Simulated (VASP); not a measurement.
# GeCN2 (R-3m) in VASP: further runs

GeCN2 is run at these levels: PBE; tasks: single point.

Everything below comes from runs of VASP 6.6.1. Logs are shortened: lines on timing, memory, paths and dates and some standing lists are left out, and cuts for length are marked.

## Step 1: The cell of the first run

It takes space group R-3m (No. 166, trigonal). The conventional cell has a = 3.588 Å, b = 3.588 Å, c = 14.766 Å, α = 90.00°, β = 90.00°, γ = 120.00°. Ge (site symmetry -3m) has 6 N at 2.40 Å and 6 C at 3.22 Å within 3.3 Å. N (site symmetry 3m) has 1 C at 1.24 Å within 1.7 Å. Within 1.7 Å of C (site symmetry -3m) lie 2 N at 1.24 Å.

## Step 2: Single point, PBE

Input file INCAR:

```
PREC     = Accurate       # precision mode
ENCUT    = 520            # plane-wave cutoff, eV
EDIFF    = 1E-6           # SCF threshold, eV
ISMEAR   = 0              # smearing method
SIGMA    = 0.1            # smearing width, eV
LREAL    = F              # projectors in reciprocal space
LASPH    = T              # aspherical terms in the spheres
NELM     = 80             # most SCF steps
ALGO     = Normal         # electronic algorithm
ISIF     = 2              # what is computed and relaxed
LWAVE    = F              # write WAVECAR
LCHARG   = F              # write CHGCAR
GGA      = PE             # functional
NBANDS   = 22             # bands
```

Input file KPOINTS:

```
Automatic mesh
0
Gamma
  8 8 8
```

Input file POSCAR:

```
GeCN2
1.0
    1.7937903697      1.0356453528      4.9219572124
   -1.7937903697      1.0356453528      4.9219572124
    0.0000000000     -2.0712907056      4.9219572124
Ge N C
1 2 1
Direct
    0.0000000000      0.0000000000      0.0000000000
    0.5839044000      0.5839044000      0.5839044000
    0.4160956000      0.4160956000      0.4160956000
    0.5000000000      0.5000000000      0.5000000000
```

Potentials or basis: VASP PAW PBE potentials, release 64 (Ge_d, N, C).

The run is started by

```
cat potpaw_PBE.64/Ge_d/POTCAR potpaw_PBE.64/N/POTCAR potpaw_PBE.64/C/POTCAR > POTCAR
mpirun -np 1 vasp_std > vasp.out
```

OUTCAR:

```text
PREC = Accurate
   ENCUT = 520
   EDIFF = 1E-6
   ISMEAR = 0
   LREAL = F
   LASPH = T
   NELM = 80
   ISIF = 2
   GGA = PE

 ion  position               nearest neighbor table
   1  0.000  0.000  0.000-
   2  0.584  0.584  0.584-   4 1.24
   3  0.416  0.416  0.416-   4 1.24
   4  0.500  0.500  0.500-   2 1.24   3 1.24

  LATTYP: Found a trigonal (rhomboedric) cell.
 ALAT       =     5.3400288377
 COS(alpha) =     0.7743235887

  Lattice vectors:

 A1 = (   1.7937903697,   1.0356453528,   4.9219572124)
 A2 = (  -1.7937903697,   1.0356453528,   4.9219572124)
 A3 = (   0.0000000000,  -2.0712907056,   4.9219572124)

Analysis of symmetry for initial positions (statically):
=====================================================================
 Subroutine PRICEL returns:
 Original cell was already a primitive cell.

 Routine SETGRP: Setting up the symmetry group for a
 trigonal (rhombohedral) supercell.

 Subroutine GETGRP returns: Found 12 space group operations
 (whereof 12 operations were pure point group operations)
 out of a pool of 12 trial point group operations.

The static configuration has the point symmetry D_3d.

Analysis of symmetry for dynamics (positions and initial velocities):
=====================================================================
 Subroutine PRICEL returns:
 Original cell was already a primitive cell.

 Routine SETGRP: Setting up the symmetry group for a
 trigonal (rhombohedral) supercell.

 Subroutine GETGRP returns: Found 12 space group operations
 (whereof 12 operations were pure point group operations)
 out of a pool of 12 trial point group operations.

The dynamic configuration has the point symmetry D_3d.

 Subroutine INISYM returns: Found 12 space group operations
 (whereof 12 operations are pure point group operations),
 and found     1 'primitive' translations

----------------------------------------------------------------------------------------

                                     Primitive cell

  volume of cell :      54.8620

  direct lattice vectors                    reciprocal lattice vectors
     1.793790370  1.035645353  4.921957212     0.278739371  0.160930251  0.067723737
    -1.793790370  1.035645353  4.921957212    -0.278739371  0.160930251  0.067723737
     0.000000000 -2.071290706  4.921957212     0.000000000 -0.321860502  0.067723737

[... 85 lines left out ...]
   ENCUT  =  520.0 eV  38.22 Ry    6.18 a.u.   9.93  9.93  9.93*2*pi/ulx,y,z
   NELM   =     80;   NELMIN=  2; NELMDL= -5     # of ELM steps
   EDIFF  = 0.1E-05   stopping-criterion for ELM
   LREAL  =      F    real-space projection
   EDIFFG = 0.1E-04   stopping-criterion for IOM
   NSW    =      0    number of steps for IOM
   IBRION =     -1    ionic relax: 0-MD 1-quasi-New 2-CG
   NFREE  =      0    steps in history (QN), initial steepest desc. (CG)
   ISIF   =      2    stress and relaxation
   ISYM   =      2    0-nonsym 1-usesym 2-fastsym
   POTIM  = 0.5000    time-step for ionic-motion
   TEBEG  =    0.0;   TEEND  =   0.0 temperature during run
   PSTRESS=    0.0 pullay stress
   NELECT =      28.0000    total number of electrons
   NUPDOWN=      -1.0000    fix difference up-down
   EMIN   =  10.00;   EMAX   =-10.00  energy-range for DOS
   EFERMI =   0.00;   METHOD = LEGACY
   ISMEAR =     0;   SIGMA  =   0.10  broadening in eV -4-tet -1-fermi 0-gaus
   EFERMI_NEDOS =   21; number of points for ismear=-14 and -15
   IALGO  =     38    algorithm
   IMIX   =      4    mixing-type and parameters
     AMIX     =   0.40;   BMIX     =  1.00
     AMIX_MAG =   1.60;   BMIX_MAG =  1.00
  volume/ion in A,a.u.               =      13.72        92.56
  Fermi-wavevector in a.u.,A,eV,Ry     =   1.308289  2.472307 23.287992  1.711619
  Thomas-Fermi vector in A             =   2.438966
   LORBIT       =      0    0 simple, 1 ext, 2 COOP (PROOUT), +10 PAW based schemes
   GGA     = PE    functional components
   LHFCALC =     F    Hartree Fock is set to
   AEXX    =    0.0000 exact exchange contribution
   IVDW    =     0    specifies the selected vdW correction
   LEPSILON=     F    determine dielectric tensor
   LRPA    =     F    only Hartree local field effects (RPA)
 non-spin polarized calculation
 Gauss-broadening in eV      SIGMA  =   0.10
  energy-cutoff  :      520.00
  volume of cell :       54.86
 maximum number of plane-waves:      1503
   NGX = 19   NGY = 19   NGZ = 19

 number of electron      28.0000006 magnetization

 Free energy of the ion-electron system (eV)
  ---------------------------------------------------
  ext. energy  EPLUGINS =         0.00000000
  ---------------------------------------------------
  free energy    TOTEN  =       -29.16578802 eV

  energy without entropy =      -29.16578802  energy(sigma->0) =      -29.16578802

 E-fermi :   4.0461     XC(G=0):  -9.6734

 val. band max:        3.5598970537   @ k =   0.5000   0.5000   0.1250
 cond. band min:       4.6003678604   @ k =   0.5000   0.5000   0.5000
 fundamental gap:      1.0404708066
 Fermi energy:         4.0460838860

 k-point     1 :       0.0000    0.0000    0.0000
  band No.  band energies     occupation
      1     -21.2056      2.00000
      2     -21.2015      2.00000
      3     -21.2015      2.00000
      4     -21.1918      2.00000
      5     -21.1918      2.00000
      6     -15.7159      2.00000
[... 589 lines left out ...]
     21      12.2365      0.00000
     22      14.8421      0.00000

 [... further k-points ...]

------------------------ aborting loop because EDIFF is reached ----------------------------------------

  FORCE on cell =-STRESS in cart. coord.  units (eV):
  Direction    XX          YY          ZZ          XY          YZ          ZX
  --------------------------------------------------------------------------------------
  -------------------------------------------------------------------------------------
  Total       -0.0115469     -0.0115469      0.1557762      0.0000000      0.0000000      0.0000000
  in kB       -0.3372122     -0.3372122      4.5492505      0.0000000      0.0000000      0.0000000
  external PRESSURE =       1.2916087 kB  Pullay stress =       0.0000000 kB

 VOLUME and BASIS-vectors are now :
 -----------------------------------------------------------------------------
  energy-cutoff  :      520.00
  volume of cell :       54.86
      direct lattice vectors                 reciprocal lattice vectors
     1.793790370  1.035645353  4.921957212     0.278739371  0.160930251  0.067723737
    -1.793790370  1.035645353  4.921957212    -0.278739371  0.160930251  0.067723737
     0.000000000 -2.071290706  4.921957212     0.000000000 -0.321860502  0.067723737

 POSITION                                       TOTAL-FORCE (eV/Angst)
 -----------------------------------------------------------------------------------
      0.00000      0.00000      0.00000        -0.000000     -0.000000      0.000000
      0.00000      0.00000      8.62186        -0.000000     -0.000000      0.074001
      0.00000      0.00000      6.14401        -0.000000     -0.000000     -0.074001
      0.00000      0.00000      7.38294         0.000000      0.000000      0.000000
 -----------------------------------------------------------------------------------
    total drift:                               -0.000000      0.000000     -0.000000

  FREE ENERGIE OF THE ION-ELECTRON SYSTEM (eV)
  ---------------------------------------------------
  free  energy   TOTEN  =       -29.1657880164 eV

  energy  without entropy=      -29.1657880164  energy(sigma->0) =      -29.16578802
```

stdout:

```text
POSCAR found type information on POSCAR GeN C
 POSCAR found :  3 types and       4 ions
 scaLAPACK will be used
 LDA part: xc-table for (Slater+PW92), standard interpolation
 POSCAR, INCAR and KPOINTS ok, starting setup
 FFT: planning ... GRIDC
 FFT: planning ... GRID_SOFT
 FFT: planning ... GRID
 WAVECAR not read
 entering main loop
```

Run time: 2.4 min. Hardware: 1 thread of AMD EPYC 9R14 (Zen 4), shared host; peak memory 0.24 GiB.

What came out:

- Free energy: -29.1658 eV
- Pressure: 0.1 GPa
- Largest force: 0.074 eV/Å
- Band gap on the k mesh: 1.04 eV (least direct gap 1.98 eV)

Forces on the atoms (eV/Å):
```
Ge   0.000  0.000  0.000
N    0.000  0.000  0.074
N    0.000  0.000 -0.074
C    0.000  0.000  0.000
```

Stress tensor (GPa, compression positive):
```
-0.03  0.00  0.00
 0.00 -0.03  0.00
 0.00  0.00  0.45
```

## Step 3: Single point, PBE

Input file INCAR:

```
SYSTEM = GeCN2
ALGO = Normal ; EDIFF = 1E-6
ENCUT = 520 ; GGA = PE
ISIF = 2 ; ISMEAR = 0
LASPH = .True. ; LCHARG = .False.
LREAL = .False. ; LWAVE = .False.
NBANDS = 22 ; NELM = 60
PREC = Accurate ; SIGMA = 0.1
```

Input file KPOINTS:

```
k-points
0
Gamma
  10 10 10
  0 0 0
```

POSCAR is that of step 2.

Potentials or basis: VASP PAW PBE potentials, release 64 (Ge_d, N, C).

The run is started by

```
cat potpaw_PBE.64/Ge_d/POTCAR potpaw_PBE.64/N/POTCAR potpaw_PBE.64/C/POTCAR > POTCAR
mpirun -np 1 vasp_std > vasp.out
```

Run time: 4.3 min. Hardware: 1 thread of AMD EPYC 9R14 (Zen 4), shared host; peak memory 0.3 GiB.

It converged, with:

| Item | Value |
| --- | --- |
| Free energy | -29.1659 eV |
| Pressure | 0.1 GPa |
| Largest force | 0.074 eV/Å |
| Band gap on the k mesh | 1.04 eV (least direct gap 1.98 eV) |

Forces on the atoms (eV/Å):
```
Ge   0.000  0.000  0.000
N    0.000  0.000  0.074
N    0.000  0.000 -0.074
C    0.000  0.000  0.000
```

Stress tensor (GPa, compression positive):
```
-0.04  0.00  0.00
 0.00 -0.04  0.00
 0.00  0.00  0.46
```

Levels at points of the mesh, in eV from the valence-band top:
```tsv
k point	band 11	band 12	band 13	band 14	band 15	band 16	band 17	band 18
(0.00, 0.00, 0.00)	-5.21	-2.15	-1.91	-1.91	2.50	3.24	3.24	5.06
(0.50, 0.00, 0.00)	-5.37	-3.88	-3.29	-3.22	2.84	5.03	5.20	5.54
(0.50, 0.50, 0.00)	-5.83	-5.79	-1.77	-0.01	2.03	2.09	3.99	6.47
(0.50, 0.50, 0.50)	-5.20	-2.00	-2.00	-1.14	1.04	4.77	4.77	4.97
```

[end of part 1 of 2]
